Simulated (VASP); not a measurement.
# BiSb2Se (P6/mmm) in VASP: further runs, part 2 of 2

VASP 6.6.1. The steps go on from the part before.

## (4) Relaxation of cell and atoms, PBE

This run uses another cell than the first one, of 29.92 Å³/atom.

File INCAR:

```
PREC     = Accurate       # precision mode
ENCUT    = 600            # plane-wave cutoff, eV
EDIFF    = 1E-7           # SCF threshold, eV
ISMEAR   = 0              # smearing method
SIGMA    = 0.1            # smearing width, eV
LREAL    = F              # projectors in reciprocal space
LASPH    = T              # aspherical terms in the spheres
NELM     = 100            # most SCF steps
ALGO     = Normal         # electronic algorithm
ISIF     = 3              # what is computed and relaxed
LWAVE    = F              # write WAVECAR
LCHARG   = F              # write CHGCAR
GGA      = PE             # functional
IBRION   = 2              # ionic algorithm
NSW      = 90             # ionic steps
EDIFFG   = -0.04          # ionic threshold
```

File KPOINTS:

```
Automatic mesh
0
Gamma
  6 6 2
```

File POSCAR:

```
BiSb2Se
1.0
    3.9573750100      0.0000000000      0.0000000000
   -1.9786875000      3.4271872900      0.0000000000
    0.0000000000      0.0000000000      8.8243717800
Sb Bi Se
2 1 1
Direct
    0.0000000000      0.0000000000      0.1785369600
    0.0000000000      0.0000000000      0.8214630400
    0.0000000000      0.0000000000      0.5000000000
    0.0000000000      0.0000000000      0.0000000000
```

Potentials or basis: VASP PAW PBE potentials, release 64 (Sb, Bi_d, Se).

The run is started by

```
cat potpaw_PBE.64/Sb/POTCAR potpaw_PBE.64/Bi_d/POTCAR potpaw_PBE.64/Se/POTCAR > POTCAR
mpirun -np 1 vasp_std > vasp.out
```

OUTCAR:

```text
PREC = Accurate
   ENCUT = 600
   EDIFF = 1E-7
   ISMEAR = 0
   LREAL = F
   LASPH = T
   NELM = 100
   ISIF = 3
   GGA = PE
   IBRION = 2
   NSW = 90
   EDIFFG = -0.04

 ion  position               nearest neighbor table
   1  0.000  0.000  0.179-   4 1.58   3 2.84   2 3.15
   2  0.000  0.000  0.821-   4 1.58   3 2.84   1 3.15
   3  0.000  0.000  0.500-   1 2.84   2 2.84
   4  0.000  0.000  0.000-   1 1.58   2 1.58

 -----------------------------------------------------------------------------
|                                                                             |
|           W    W    AA    RRRRR   N    N  II  N    N   GGGG   !!!           |
|           W    W   A  A   R    R  NN   N  II  NN   N  G    G  !!!           |
|           W    W  A    A  R    R  N N  N  II  N N  N  G       !!!           |
|           W WW W  AAAAAA  RRRRR   N  N N  II  N  N N  G  GGG   !            |
|           WW  WW  A    A  R   R   N   NN  II  N   NN  G    G                |
|           W    W  A    A  R    R  N    N  II  N    N   GGGG   !!!           |
|                                                                             |
|     The distance between some ions is very small. Please check the          |
|     nearest-neighbor list in the OUTCAR file.                               |
|     I HOPE YOU KNOW WHAT YOU ARE DOING!                                     |
|                                                                             |
 -----------------------------------------------------------------------------

  LATTYP: Found a hexagonal cell.
 ALAT       =     3.9573750100
 C/A-ratio  =     2.2298548300

  Lattice vectors:

 A1 = (   3.9573750100,   0.0000000000,   0.0000000000)
 A2 = (  -1.9786875000,   3.4271872900,   0.0000000000)
 A3 = (   0.0000000000,   0.0000000000,   8.8243717800)

Analysis of symmetry for initial positions (statically):
=====================================================================
 Subroutine PRICEL returns:
 Original cell was already a primitive cell.

 Routine SETGRP: Setting up the symmetry group for a
 hexagonal supercell.

 Subroutine GETGRP returns: Found 24 space group operations
 (whereof 24 operations were pure point group operations)
 out of a pool of 24 trial point group operations.

The static configuration has the point symmetry D_6h.

Analysis of symmetry for dynamics (positions and initial velocities):
=====================================================================
 Subroutine PRICEL returns:
 Original cell was already a primitive cell.

 Routine SETGRP: Setting up the symmetry group for a
 hexagonal supercell.

 Subroutine GETGRP returns: Found 24 space group operations
 (whereof 24 operations were pure point group operations)
 out of a pool of 24 trial point group operations.

The dynamic configuration has the point symmetry D_6h.

 Subroutine INISYM returns: Found 24 space group operations
 (whereof 24 operations are pure point group operations),
 and found     1 'primitive' translations

----------------------------------------------------------------------------------------

                                     Primitive cell

  volume of cell :     119.6820

  direct lattice vectors                    reciprocal lattice vectors
     3.957375010  0.000000000  0.000000000     0.252692757  0.145892231  0.000000000
    -1.978687500  3.427187290  0.000000000     0.000000000  0.291784462  0.000000000
     0.000000000  0.000000000  8.824371780     0.000000000  0.000000000  0.113322515
[... 50 lines left out ...]
  0.333333  0.166667  0.000000     12.000000
  0.333333  0.333333  0.000000      2.000000
  0.000000  0.000000  0.500000      1.000000
  0.166667  0.000000  0.500000      6.000000
  0.333333  0.000000  0.500000      6.000000
  0.500000  0.000000  0.500000      3.000000
  0.166667  0.166667  0.500000      6.000000
  0.333333  0.166667  0.500000     12.000000
  0.333333  0.333333  0.500000      2.000000
   k-points           NKPTS =     14   k-points in BZ     NKDIM =     14   number of bands    NBANDS=     19
   number of dos      NEDOS =    301   number of ions     NIONS =      4
   total plane-waves  NPLWV =  71680
   dimension x,y,z NGX =    32 NGY =   32 NGZ =   70
   dimension x,y,z NGXF=    64 NGYF=   64 NGZF=  140
   ions per type =               2   1   1
   NGX,Y,Z   is equivalent  to a cutoff of  13.44, 13.44, 13.19 a.u.
   NGXF,Y,Z  is equivalent  to a cutoff of  26.89, 26.89, 26.38 a.u.
 SYSTEM =  unknown system
   PREC   = accura    normal or accurate (medium, high low for compatibility)
   ISTART =      0    job   : 0-new  1-cont  2-samecut
   ICHARG =      2    charge: 1-file 2-atom 10-const
   ISPIN  =      1    spin polarized calculation?
   LNONCOLLINEAR =      F non collinear calculations
   LSORBIT =      F    spin-orbit coupling
   LASPH  =      T    aspherical Exc in radial PAW
   ENCUT  =  600.0 eV  44.10 Ry    6.64 a.u.   7.90  7.90 17.62*2*pi/ulx,y,z
   NELM   =    100;   NELMIN=  2; NELMDL= -5     # of ELM steps
   EDIFF  = 0.1E-06   stopping-criterion for ELM
   LREAL  =      F    real-space projection
   EDIFFG = -.4E-01   stopping-criterion for IOM
   NSW    =     90    number of steps for IOM
   IBRION =      2    ionic relax: 0-MD 1-quasi-New 2-CG
   NFREE  =      1    steps in history (QN), initial steepest desc. (CG)
   ISIF   =      3    stress and relaxation
   ISYM   =      2    0-nonsym 1-usesym 2-fastsym
   POTIM  = 0.5000    time-step for ionic-motion
   TEBEG  =    0.0;   TEEND  =   0.0 temperature during run
   PSTRESS=    0.0 pullay stress
   NELECT =      31.0000    total number of electrons
   NUPDOWN=      -1.0000    fix difference up-down
   EMIN   =  10.00;   EMAX   =-10.00  energy-range for DOS
   EFERMI =   0.00;   METHOD = LEGACY
   ISMEAR =     0;   SIGMA  =   0.10  broadening in eV -4-tet -1-fermi 0-gaus
   EFERMI_NEDOS =   21; number of points for ismear=-14 and -15
   IALGO  =     38    algorithm
   IMIX   =      4    mixing-type and parameters
     AMIX     =   0.40;   BMIX     =  1.00
     AMIX_MAG =   1.60;   BMIX_MAG =  1.00
  volume/ion in A,a.u.               =      29.92       201.91
  Fermi-wavevector in a.u.,A,eV,Ry     =   1.043564  1.972050 14.817098  1.089026
  Thomas-Fermi vector in A             =   2.178279
   LORBIT       =      0    0 simple, 1 ext, 2 COOP (PROOUT), +10 PAW based schemes
   GGA     = PE    functional components
   LHFCALC =     F    Hartree Fock is set to
   AEXX    =    0.0000 exact exchange contribution
   IVDW    =     0    specifies the selected vdW correction
   LEPSILON=     F    determine dielectric tensor
   LRPA    =     F    only Hartree local field effects (RPA)
 conjugate gradient relaxation of ions
 non-spin polarized calculation
 Gauss-broadening in eV      SIGMA  =   0.10
  energy-cutoff  :      600.00
  volume of cell :      119.68
 maximum number of plane-waves:      4025
 NGX is ok and might be reduce to    32
   NGX = 15   NGY = 15   NGZ = 35

--------------------------------------- Ionic step        1  -------------------------------------------

 number of electron      31.0000006 magnetization

 Free energy of the ion-electron system (eV)
  ---------------------------------------------------
  ext. energy  EPLUGINS =         0.00000000
  ---------------------------------------------------
  free energy    TOTEN  =        30.62957171 eV

  energy without entropy =       30.65168192  energy(sigma->0) =       30.64062682

------------------------ aborting loop because EDIFF is reached ----------------------------------------

  FORCE on cell =-STRESS in cart. coord.  units (eV):
  Direction    XX          YY          ZZ          XY          YZ          ZX
  --------------------------------------------------------------------------------------
  -------------------------------------------------------------------------------------
  Total        0.5848229      0.5848229    289.5261763      0.0000000     -0.0000000     -0.0000000
  in kB        7.8289961      7.8289961   3875.8733252      0.0000000     -0.0000000     -0.0000000
  external PRESSURE =    1297.1771058 kB  Pullay stress =       0.0000000 kB
[... 1346 lines left out ...]
      6      -4.5050      2.00000
[... 11 lines left out ...]
     18       5.4076      2.00000
     19       6.2968      2.00000

[... ionic steps 4 to 54 ...]

--------------------------------------- Ionic step       55  -------------------------------------------

 number of electron      30.9999991 magnetization

------------------------ aborting loop because EDIFF is reached ----------------------------------------
[... 71 lines left out ...]
--------------------------------------- Ionic step       57  -------------------------------------------

 number of electron      30.9999991 magnetization

 Free energy of the ion-electron system (eV)
  ---------------------------------------------------
  ext. energy  EPLUGINS =         0.00000000
  ---------------------------------------------------
  free energy    TOTEN  =       -14.79564379 eV

  energy without entropy =      -14.78180831  energy(sigma->0) =      -14.78872605

 E-fermi :   6.4982     XC(G=0):  -9.8392

 val. band max:        6.4775338569   @ k =   0.3333   0.0000   0.0000
 cond. band min:       6.6282676312   @ k =   0.3333   0.0000   0.0000
 fundamental gap:      0.1507337742
 Fermi energy:         6.4981600624
[... 337 lines left out ...]
  FREE ENERGIE OF THE ION-ELECTRON SYSTEM (eV)
  ---------------------------------------------------
  free  energy   TOTEN  =       -14.7956437931 eV

  energy  without entropy=      -14.7818083094  energy(sigma->0) =      -14.78872605

 reached required accuracy - stopping structural energy minimisation
```

Run time: 25 min. Hardware: 1 thread of AMD EPYC 9R45 (Zen 5), shared host; peak memory 0.28 GiB.

Results:

```
Free energy                           : -14.7956 eV
Relaxed volume                        : 28.70 Å³/atom
Relaxed cell                          : a = 3.336 Å, b = 3.336 Å, c = 11.914 Å, α = 90.00°, β = 90.00°, γ = 120.00°
Space group after relaxing (to 0.1 Å) : P6/mmm (No. 191)
Pressure after relaxing               : -0.1 GPa
Largest force after relaxing          : 0.014 eV/Å
```

Forces in eV/Å, atoms in the order of the input:
```
Sb   0.000  0.000 -0.014
Sb   0.000  0.000  0.014
Bi   0.000  0.000  0.000
Se   0.000  0.000  0.000
```

Final structure:
```
CELL_PARAMETERS angstrom
3.33553 0.00000 0.00000
-1.66777 2.88865 0.00000
0.00000 0.00000 11.91411
ATOMIC_POSITIONS crystal
Sb 0.00000 0.00000 0.76599
Sb 0.00000 0.00000 0.23401
Bi 0.00000 0.00000 0.50000
Se 0.00000 0.00000 0.00000
```

Caveat: the highest band is partly filled, so the run has too few bands; a cell axis changed by over 15 % at a fixed basis, so the end point is rough; spin-orbit coupling is left out, which moves the levels of the heavy elements.

## (5) Overview

| task | cell | cutoff (eV) | gap on the mesh (eV) | pressure (GPa) | largest force (eV/Å) |
| --- | --- | --- | --- | --- | --- |
| single point | a = 3.334, b = 3.334, c = 11.925 Å, angles 90.0, 90.0, 120.0°, 4 atoms, atomic positions A | 520 | none | -0.1 | - |
| single point | a = 3.957, b = 3.957, c = 8.824 Å, angles 90.0, 90.0, 120.0°, 4 atoms, atomic positions B | 520 | none | 129.7 | 88.35 |
| relaxation of cell and atoms | relaxed from a = 3.957, b = 3.957, c = 8.824 Å, angles 90.0, 90.0, 120.0°, 4 atoms, atomic positions B | 600 | - | -0.1 | 0.01 |

Alike in all rows: level PBE; potentials or basis VASP PAW PBE potentials, release 64 (Sb, Bi_d, Se); no spin polarisation; k mesh 6 × 6 × 2; smearing gaussian 0.1 eV.

Caveats: some runs use coarse meshes; spin-orbit coupling is left out, which moves the levels of the heavy elements; atoms lie so close that the PAW spheres overlap strongly, which falsifies energies and pressures (at least some runs); the stress differs along the axes, from 1 to 388 GPa (at least some runs); this functional lacks dispersion, which binds layers or chains, so the pressure and a relaxed spacing across them are unreliable (at least some runs); forces of over 1 eV/Å act on the atoms, so gaps and moduli don't describe the material at rest (at least some runs); the highest band is partly filled, so the run has too few bands (at least some runs); a cell axis changed by over 15 % at a fixed basis, so the end point is rough (at least some runs).

Absolute energies hang on the potentials; compare differences alone.

The gap in the log of VASP goes by the Fermi energy; the results here count the filled bands.